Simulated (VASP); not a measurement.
# C (Fd-3m) in VASP: notebook

C is run at these levels: PBEsol; tasks: single point, relaxation of cell and atoms.

All numbers are computed with VASP 6.6.1; they aren't measurements. Logs are shortened: lines on timing, memory, paths and dates and some standing lists are left out, and cuts for length are marked.

### Step 1. The cell of the first run

It takes space group Fd-3m (No. 227, cubic). Conventional cell: a = 3.554 Å, b = 3.554 Å, c = 3.554 Å, α = 90.00°, β = 90.00°, γ = 90.00°. Within 2.1 Å of C (site symmetry -43m) lie 4 C at 1.54 Å.

### Step 2. Single point, PBEsol

Input file INCAR:

```
PREC = Accurate
ENCUT = 520
EDIFF = 1E-7
ISMEAR = 0
SIGMA = 0.02
LREAL = F
LASPH = T
NELM = 60
ALGO = Normal
ISIF = 2
LWAVE = F
LCHARG = F
GGA = PS
NBANDS = 11
```

Input file KPOINTS:

```
Automatic mesh
0
Gamma
  12 12 12
```

Input file POSCAR:

```
C
1.0
    0.0000000000      1.7769046136      1.7769046136
    1.7769046136      0.0000000000      1.7769046136
    1.7769046136      1.7769046136      0.0000000000
C
2
Direct
    0.0000000000      0.0000000000      0.0000000000
    0.2500000000      0.2500000000      0.2500000000
```

Potentials or basis: VASP PAW PBE potentials, release 64 (C).

The run is started by

```console
$ cat potpaw_PBE.64/C/POTCAR > POTCAR
$ mpirun -np 1 vasp_std > vasp.out
```

OUTCAR:

```text
PREC = Accurate
   ENCUT = 520
   EDIFF = 1E-7
   ISMEAR = 0
   LREAL = F
   LASPH = T
   NELM = 60
   ISIF = 2
   GGA = PS

 ion  position               nearest neighbor table
   1  0.000  0.000  0.000-   2 1.54   2 1.54   2 1.54   2 1.54
   2  0.250  0.250  0.250-   1 1.54   1 1.54   1 1.54   1 1.54

  LATTYP: Found a face centered cubic cell.
 ALAT       =     3.5538092272

  Lattice vectors:

 A1 = (   0.0000000000,   1.7769046136,   1.7769046136)
 A2 = (   1.7769046136,   0.0000000000,   1.7769046136)
 A3 = (   1.7769046136,   1.7769046136,   0.0000000000)

Analysis of symmetry for initial positions (statically):
=====================================================================
 Subroutine PRICEL returns:
 Original cell was already a primitive cell.

 Routine SETGRP: Setting up the symmetry group for a
 face centered cubic supercell.

 Subroutine GETGRP returns: Found 48 space group operations
 (whereof 24 operations were pure point group operations)
 out of a pool of 48 trial point group operations.

The static configuration has the point symmetry T_d .
 The point group associated with its full space group is O_h .

Analysis of symmetry for dynamics (positions and initial velocities):
=====================================================================
 Subroutine PRICEL returns:
 Original cell was already a primitive cell.

 Routine SETGRP: Setting up the symmetry group for a
 face centered cubic supercell.

 Subroutine GETGRP returns: Found 48 space group operations
 (whereof 24 operations were pure point group operations)
 out of a pool of 48 trial point group operations.

The dynamic configuration has the point symmetry T_d .
 The point group associated with its full space group is O_h .

 Subroutine INISYM returns: Found 48 space group operations
 (whereof 24 operations are pure point group operations),
 and found     1 'primitive' translations

----------------------------------------------------------------------------------------

                                     Primitive cell

  volume of cell :      11.2208

  direct lattice vectors                    reciprocal lattice vectors
     0.000000000  1.776904614  1.776904614    -0.281388205  0.281388205  0.281388205
     1.776904614  0.000000000  1.776904614     0.281388205 -0.281388205  0.281388205
     1.776904614  1.776904614  0.000000000     0.281388205  0.281388205 -0.281388205

  length of vectors
     2.512922604  2.512922604  2.512922604     0.487378668  0.487378668  0.487378668

  position of ions in fractional coordinates (direct lattice)
     0.000000000  0.000000000  0.000000000
     0.250000000  0.250000000  0.250000000

  ion indices of the primitive-cell ions
   primitive index   ion index
                 1           1
                 2           2

----------------------------------------------------------------------------------------

 KPOINTS: Automatic mesh

Automatic generation of k-mesh.
 Grid dimensions read from file:
 generate k-points for:   12   12   12

 Generating k-lattice:

  Cartesian coordinates                     Fractional coordinates (reciprocal lattice)
    -0.023449017  0.023449017  0.023449017     0.083333333  0.000000000  0.000000000
     0.023449017 -0.023449017  0.023449017     0.000000000  0.083333333  0.000000000
     0.023449017  0.023449017 -0.023449017     0.000000000  0.000000000  0.083333333

  Length of vectors
     0.040614889  0.040614889  0.040614889

  Shift w.r.t. Gamma in fractional coordinates (k-lattice)
     0.000000000  0.000000000  0.000000000

 Subroutine IBZKPT returns following result:
 ===========================================

 Found     72 irreducible k-points:

 Following reciprocal coordinates:
            Coordinates               Weight
  0.000000  0.000000  0.000000      1.000000
  0.083333  0.000000  0.000000      8.000000
  0.166667  0.000000  0.000000      8.000000
  0.250000  0.000000  0.000000      8.000000
  0.333333  0.000000  0.000000      8.000000
  0.416667  0.000000  0.000000      8.000000
[... 16 lines left out ...]
  0.500000  0.166667  0.000000     24.000000
 -0.416667  0.166667  0.000000     24.000000
 [... further k-points ...]
   k-points           NKPTS =     72   k-points in BZ     NKDIM =     72   number of bands    NBANDS=     11
   number of dos      NEDOS =    301   number of ions     NIONS =      2
   total plane-waves  NPLWV =   8000
   dimension x,y,z NGX =    20 NGY =   20 NGZ =   20
   dimension x,y,z NGXF=    40 NGYF=   40 NGZF=   40
   ions per type =               2
   NGX,Y,Z   is equivalent  to a cutoff of  13.23, 13.23, 13.23 a.u.
   NGXF,Y,Z  is equivalent  to a cutoff of  26.46, 26.46, 26.46 a.u.
 SYSTEM =  unknown system
   PREC   = accura    normal or accurate (medium, high low for compatibility)
   ISTART =      0    job   : 0-new  1-cont  2-samecut
   ICHARG =      2    charge: 1-file 2-atom 10-const
   ISPIN  =      1    spin polarized calculation?
   LNONCOLLINEAR =      F non collinear calculations
   LSORBIT =      F    spin-orbit coupling
   LASPH  =      T    aspherical Exc in radial PAW
   ENCUT  =  520.0 eV  38.22 Ry    6.18 a.u.   4.67  4.67  4.67*2*pi/ulx,y,z
   NELM   =     60;   NELMIN=  2; NELMDL= -5     # of ELM steps
   EDIFF  = 0.1E-06   stopping-criterion for ELM
   LREAL  =      F    real-space projection
   EDIFFG = 0.1E-05   stopping-criterion for IOM
   NSW    =      0    number of steps for IOM
   IBRION =     -1    ionic relax: 0-MD 1-quasi-New 2-CG
   NFREE  =      0    steps in history (QN), initial steepest desc. (CG)
   ISIF   =      2    stress and relaxation
   ISYM   =      2    0-nonsym 1-usesym 2-fastsym
   POTIM  = 0.5000    time-step for ionic-motion
   TEBEG  =    0.0;   TEEND  =   0.0 temperature during run
   PSTRESS=    0.0 pullay stress
   NELECT =       8.0000    total number of electrons
   NUPDOWN=      -1.0000    fix difference up-down
   EMIN   =  10.00;   EMAX   =-10.00  energy-range for DOS
   EFERMI =   0.00;   METHOD = LEGACY
   ISMEAR =     0;   SIGMA  =   0.02  broadening in eV -4-tet -1-fermi 0-gaus
   EFERMI_NEDOS =   21; number of points for ismear=-14 and -15
   IALGO  =     38    algorithm
   IMIX   =      4    mixing-type and parameters
     AMIX     =   0.40;   BMIX     =  1.00
     AMIX_MAG =   1.60;   BMIX_MAG =  1.00
  volume/ion in A,a.u.               =       5.61        37.86
  Fermi-wavevector in a.u.,A,eV,Ry     =   1.462505  2.763734 29.101788  2.138921
  Thomas-Fermi vector in A             =   2.578710
   LORBIT       =      0    0 simple, 1 ext, 2 COOP (PROOUT), +10 PAW based schemes
   GGA     = PS    functional components
   LHFCALC =     F    Hartree Fock is set to
   AEXX    =    0.0000 exact exchange contribution
   IVDW    =     0    specifies the selected vdW correction
   LEPSILON=     F    determine dielectric tensor
   LRPA    =     F    only Hartree local field effects (RPA)
 non-spin polarized calculation
 Gauss-broadening in eV      SIGMA  =   0.02
  energy-cutoff  :      520.00
  volume of cell :       11.22
 maximum number of plane-waves:       311
   NGX =  9   NGY =  9   NGZ =  9

 number of electron       7.9999999 magnetization

 Free energy of the ion-electron system (eV)
  ---------------------------------------------------
  ext. energy  EPLUGINS =         0.00000000
  ---------------------------------------------------
  free energy    TOTEN  =       -19.24970033 eV

  energy without entropy =      -19.24970033  energy(sigma->0) =      -19.24970033

 E-fermi :  10.0324     XC(G=0): -13.4868

 val. band max:        9.8677256048   @ k =   0.0000   0.0000   0.0000
 cond. band min:      13.9283109114   @ k =   0.3333   0.3333   0.0000
 fundamental gap:      4.0605853066
 Fermi energy:        10.0323685922

 k-point     1 :       0.0000    0.0000    0.0000
  band No.  band energies     occupation
      1     -11.8014      2.00000
      2       9.8677      2.00000
      3       9.8677      2.00000
      4       9.8677      2.00000
      5      15.4368      0.00000
      6      15.4368      0.00000
      7      15.4368      0.00000
      8      23.4855      0.00000
      9      28.9659      0.00000
     10      36.4560      0.00000
     11      36.4560      0.00000

 k-point     2 :       0.0833    0.0000    0.0000
  band No.  band energies     occupation
      1     -11.6070      2.00000
      2       8.6219      2.00000
      3       9.5381      2.00000
      4       9.5381      2.00000
      5      15.8682      0.00000
      6      15.8682      0.00000
      7      16.1697      0.00000
      8      23.6323      0.00000
      9      29.2937      0.00000
     10      34.2092      0.00000
     11      34.2092      0.00000

 k-point     3 :       0.1667    0.0000    0.0000
  band No.  band energies     occupation
      1     -11.0264      2.00000
      2       6.0599      2.00000
      3       8.8252      2.00000
      4       8.8252      2.00000
      5      16.7998      0.00000
      6      16.7998      0.00000
      7      17.2920      0.00000
      8      24.0480      0.00000
      9      29.9793      0.00000
     10      32.5893      0.00000
     11      32.5893      0.00000

 k-point     4 :       0.2500    0.0000    0.0000
  band No.  band energies     occupation
      1     -10.0673      2.00000
      2       3.1926      2.00000
      3       8.0930      2.00000
      4       8.0930      2.00000
      5      17.6592      0.00000
      6      17.6592      0.00000
      7      18.0834      0.00000
      8      24.6194      0.00000
      9      30.4301      0.00000
     10      32.1745      0.00000
     11      32.1745      0.00000
[... 239 lines left out ...]
 k-point    22 :       0.4167    0.1667    0.0000
  band No.  band energies     occupation
      1      -7.5788      2.00000
      2      -0.0200      2.00000
      3       5.5494      2.00000
      4       5.7448      2.00000
      5      16.4824      0.00000
      6      20.8920      0.00000
      7      21.0896      0.00000
      8      22.5064      0.00000
      9      30.8547      0.00000
     10      32.3955      0.00000
     11      37.2658      0.00000

 k-point    23 :       0.5000    0.1667    0.0000
  band No.  band energies     occupation
      1      -5.9595      2.00000
      2      -2.3053      2.00000
      3       4.8186      2.00000
      4       5.8359      2.00000
      5      16.8925      0.00000
      6      20.6074      0.00000
      7      21.2160      0.00000
      8      24.1394      0.00000
      9      29.9264      0.00000
     10      33.7522      0.00000
     11      36.4453      0.00000

 k-point    24 :      -0.4167    0.1667    0.0000
  band No.  band energies     occupation
      1      -5.5084      2.00000
      2      -2.8440      2.00000
      3       4.3216      2.00000
      4       6.2223      2.00000
      5      17.3357      0.00000
      6      20.1110      0.00000
      7      21.1882      0.00000
      8      25.3369      0.00000
      9      29.2220      0.00000
     10      34.0077      0.00000
     11      34.4773      0.00000

 [... further k-points ...]
[... 5 lines left out ...]
  --------------------------------------------------------------------------------------
  -------------------------------------------------------------------------------------
  Total        0.0774433      0.0774433      0.0774433      0.0000000      0.0000000      0.0000000
  in kB       11.0578834     11.0578834     11.0578834      0.0000000      0.0000000      0.0000000
  external PRESSURE =      11.0578834 kB  Pullay stress =       0.0000000 kB

 VOLUME and BASIS-vectors are now :
 -----------------------------------------------------------------------------
  energy-cutoff  :      520.00
  volume of cell :       11.22
      direct lattice vectors                 reciprocal lattice vectors
     0.000000000  1.776904614  1.776904614    -0.281388205  0.281388205  0.281388205
     1.776904614  0.000000000  1.776904614     0.281388205 -0.281388205  0.281388205
     1.776904614  1.776904614  0.000000000     0.281388205  0.281388205 -0.281388205

 POSITION                                       TOTAL-FORCE (eV/Angst)
 -----------------------------------------------------------------------------------
      0.00000      0.00000      0.00000        -0.000000      0.000000     -0.000000
      0.88845      0.88845      0.88845         0.000000     -0.000000      0.000000
 -----------------------------------------------------------------------------------
    total drift:                                0.000000      0.000000      0.000000

  FREE ENERGIE OF THE ION-ELECTRON SYSTEM (eV)
  ---------------------------------------------------
  free  energy   TOTEN  =       -19.2497003251 eV

  energy  without entropy=      -19.2497003251  energy(sigma->0) =      -19.24970033
```

Wall time 3.9 s (1 thread of Intel Xeon 6975P-C (Granite Rapids), shared host); peak memory 0.11 GiB.

Results:

```yaml
Free_energy: -19.2497 eV
Pressure: 1.1 GPa
Band_gap_on_the_k_mesh: 4.06 eV, indirect (least direct gap 5.57 eV)
```

Levels at points of the mesh, in eV from the valence-band top:
| k point | band 2 | band 3 | band 4 | band 5 | band 6 | band 7 |
| --- | --- | --- | --- | --- | --- | --- |
| (0.00, 0.00, 0.00) | 0.00 | 0.00 | 0.00 | 5.57 | 5.57 | 5.57 |
| (0.50, 0.00, 0.00) | -13.59 | -2.84 | -2.84 | 8.43 | 8.43 | 8.99 |
| (0.50, 0.50, 0.00) | -12.85 | -6.40 | -6.40 | 4.62 | 4.62 | 16.95 |

Caveat: the PAW data sets were made with another functional, which shifts forces and pressure a little. PBEsol gaps usually lie below the measured ones, often by a third to a half.

### Step 3. Relaxation of cell and atoms, PBEsol

This run uses another cell than the first one, of 5.67 Å³/atom, 1.011 times its volume.

Input file INCAR:

```
  PREC = Accurate
  ENCUT = 600
  EDIFF = 1E-6
  ISMEAR = 0
  SIGMA = 0.02
  LREAL = False
  LASPH = True
  NELM = 60
  ALGO = Normal
  ISIF = 3
  LWAVE = False
  LCHARG = False
  GGA = PS
  IBRION = 2
  NSW = 100
  EDIFFG = -0.005
```

Input file KPOINTS:

```
regular mesh
0
Gamma
  12 12 12
```

Input file POSCAR:

```
C
1.0
    0.0000000000      1.7833700000      1.7833700000
    1.7833700000      0.0000000000      1.7833700000
    1.7833700000      1.7833700000      0.0000000000
C
2
Direct
    0.0000000000      0.0000000000      0.0000000000
    0.2500000000      0.2500000000      0.2500000000
```

Potentials or basis: VASP PAW PBE potentials, release 64 (C).

The run is started by

```console
$ cat potpaw_PBE.64/C/POTCAR > POTCAR
$ mpirun -np 1 vasp_std > vasp.out
```

Run time: 5.5 s. Hardware: 1 thread of Intel Xeon 6975P-C (Granite Rapids), shared host; peak memory 0.11 GiB.

Results (log left out):

| Quantity | Value |
| --- | --- |
| Free energy | -19.2548 eV |
| Relaxed volume | 5.62 Å³/atom |
| Relaxed cell | a = 2.514 Å, b = 2.514 Å, c = 2.514 Å, α = 60.00°, β = 60.00°, γ = 60.00° |
| Space group after relaxing (to 0.05 Å) | Fd-3m (No. 227) |
| Energy gained by relaxing | 0.8 meV/atom |
| Ionic steps | 3 |
| Pressure after relaxing | 0.0 GPa |
| Band gap on the k mesh | 4.06 eV, indirect (least direct gap 5.57 eV) |

The path:
```
step  energy change (eV)  largest force (eV/Å)  pressure (GPa)  volume (Å³)
   1              0.0000                0.0000           -4.41        11.34
   2              0.0010                0.0000            5.83        11.09
   3             -0.0016                0.0000           -0.01        11.23
```

Final structure:
```cif
data_structure
_symmetry_space_group_name_H-M 'P 1'
_symmetry_Int_Tables_number 1
_cell_length_a 2.5137
_cell_length_b 2.5137
_cell_length_c 2.5137
_cell_angle_alpha 60.000
_cell_angle_beta 60.000
_cell_angle_gamma 60.000
_cell_volume 11.23
loop_
_atom_site_label
_atom_site_type_symbol
_atom_site_fract_x
_atom_site_fract_y
_atom_site_fract_z
_atom_site_occupancy
C1 C 0.00000 0.00000 0.00000 1
C2 C 0.25000 0.25000 0.25000 1
```

Levels at points of the mesh, in eV from the valence-band top:
```tsv
k point	band 2	band 3	band 4	band 5	band 6	band 7
(0.00, 0.00, 0.00)	0.00	0.00	0.00	5.57	5.57	5.57
(0.50, 0.00, 0.00)	-13.58	-2.84	-2.84	8.43	8.43	8.97
(0.50, 0.50, 0.00)	-12.85	-6.40	-6.40	4.62	4.62	16.93
```

Caveat: the PAW data sets were made with another functional, which shifts forces and pressure a little. A k mesh can miss the band edges.

### Step 4. Single point, PBEsol

Input file INCAR:

```
PREC = Accurate
ENCUT = 910
EDIFF = 1E-6
ISMEAR = 0
SIGMA = 0.02
LREAL = F
LASPH = T
NELM = 120
ALGO = Normal
ISIF = 2
LWAVE = F
LCHARG = F
GGA = PS
NBANDS = 11
GGA_COMPAT = F
```

Input file KPOINTS:

```
Automatic mesh
0
Gamma
  12 12 12
```

Input file POSCAR:

```
C
1.0
    0.0000000000      1.7769046136      1.7769046136
    1.7769046136      0.0000000000      1.7769046136
    1.7769046136      1.7769046136      0.0000000000
C
2
Direct
    0.0000000000      0.0000000000      0.0000000000
    0.2500000000      0.2500000000      0.2500000000
```

Potentials or basis: VASP PAW PBE potentials, release 64 (C_h).

The run is started by

```console
$ cat potpaw_PBE.64/C_h/POTCAR > POTCAR
$ mpirun -np 1 vasp_std > vasp.out
```

Wall time 18 s (1 thread of Intel Xeon Platinum 8488C (Sapphire Rapids), shared host); peak memory 0.14 GiB.

It converged, with:

```
Free energy            : -19.2763 eV
Pressure               : 0.0 GPa
Band gap on the k mesh : 4.07 eV, indirect (least direct gap 5.57 eV)
```

Levels at points of the mesh, in eV from the valence-band top:
```csv
k point,band 1,band 2,band 3,band 4,band 5,band 6,band 7,band 8
"(0.00, 0.00, 0.00)",-21.67,0.00,0.00,0.00,5.57,5.57,5.57,13.62
"(0.50, 0.00, 0.00)",-15.77,-13.58,-2.84,-2.84,8.43,8.43,8.99,15.59
"(0.50, 0.50, 0.00)",-12.85,-12.85,-6.40,-6.40,4.63,4.63,16.95,16.95
```

Caveat: the cutoff is under 1.25 times the usual one of these potentials, so pressure, stress and relaxed cells hold a basis-set (Pulay) error; the PAW data sets were made with another functional, which shifts forces and pressure a little. A k mesh can miss the band edges.

### Step 5. Single point, PBEsol

This run uses another cell than the first one, of 5.67 Å³/atom, 1.011 times its volume.

Input file INCAR:

```
SYSTEM = C
PREC = Accurate
ENCUT = 600
EDIFF = 1E-6
ISMEAR = 0
SIGMA = 0.1
LREAL = .FALSE.
LASPH = .TRUE.
NELM = 120
ALGO = Normal
ISIF = 2
LWAVE = .FALSE.
LCHARG = .FALSE.
GGA = PS
NBANDS = 11
GGA_COMPAT = .FALSE.
```

Input file KPOINTS:

```
Automatic mesh
0
G
  8 8 8
  0 0 0
```

Input file POSCAR:

```
C
1.0
    0.0000000000      1.7833700000      1.7833700000
    1.7833700000      0.0000000000      1.7833700000
    1.7833700000      1.7833700000      0.0000000000
C
2
Direct
    0.0000000000      0.0000000000      0.0000000000
    0.2500000000      0.2500000000      0.2500000000
```

Potentials or basis: VASP PAW PBE potentials, release 64 (C).

The run is started by

```console
$ cat potpaw_PBE.64/C/POTCAR > POTCAR
$ mpirun -np 1 vasp_std > vasp.out
```

It took 5.5 s on 1 thread of Intel Xeon Platinum 8259CL at 2.50GHz (Skylake/Cascade Lake), shared host; peak memory 0.11 GiB.

Results (log left out):

```yaml
Free_energy: -19.2523 eV
Pressure: -4.4 GPa
Band_gap_on_the_k_mesh: 4.00 eV, indirect (least direct gap 5.54 eV)
```

Levels at points of the mesh, in eV from the valence-band top:
| k point | band 2 | band 3 | band 4 | band 5 | band 6 | band 7 |
| --- | --- | --- | --- | --- | --- | --- |
| (0.00, 0.00, 0.00) | 0.00 | 0.00 | 0.00 | 5.54 | 5.54 | 5.54 |
| (0.50, 0.00, 0.00) | -13.47 | -2.81 | -2.81 | 8.38 | 8.38 | 8.84 |
| (0.50, 0.50, 0.00) | -12.78 | -6.34 | -6.34 | 4.60 | 4.60 | 16.78 |

Caveat: the PAW data sets were made with another functional, which shifts forces and pressure a little.

### Step 6. Overview

```csv
task,potentials or basis,cell,k mesh,cutoff (eV),smearing,second run,gap on the mesh (eV),pressure (GPa)
single point,"VASP PAW PBE potentials, release 64 (C)","a = 2.513 Å, angles 60.0°, 2 atoms",12 × 12 × 12,520,gaussian 0.02 eV,-,4.06,1.1
relaxation of cell and atoms,"VASP PAW PBE potentials, release 64 (C)","relaxed from a = 2.522 Å, angles 60.0°, 2 atoms",12 × 12 × 12,600,gaussian 0.02 eV,-,4.06,0.0
single point,"VASP PAW PBE potentials, release 64 (C_h)","a = 2.513 Å, angles 60.0°, 2 atoms",12 × 12 × 12,910,gaussian 0.02 eV,hard_potentials,4.07,0.0
single point,"VASP PAW PBE potentials, release 64 (C)","a = 2.522 Å, angles 60.0°, 2 atoms",8 × 8 × 8,600,gaussian 0.1 eV,-,4.00,-4.4
```

Alike in all rows: level PBEsol; no spin polarisation.

Caveats: the PAW data sets were made with another functional, which shifts forces and pressure a little; the cutoff is under 1.25 times the usual one of these potentials, so pressure, stress and relaxed cells hold a basis-set (Pulay) error (some runs).

Absolute energies hang on the potentials; compare differences alone.
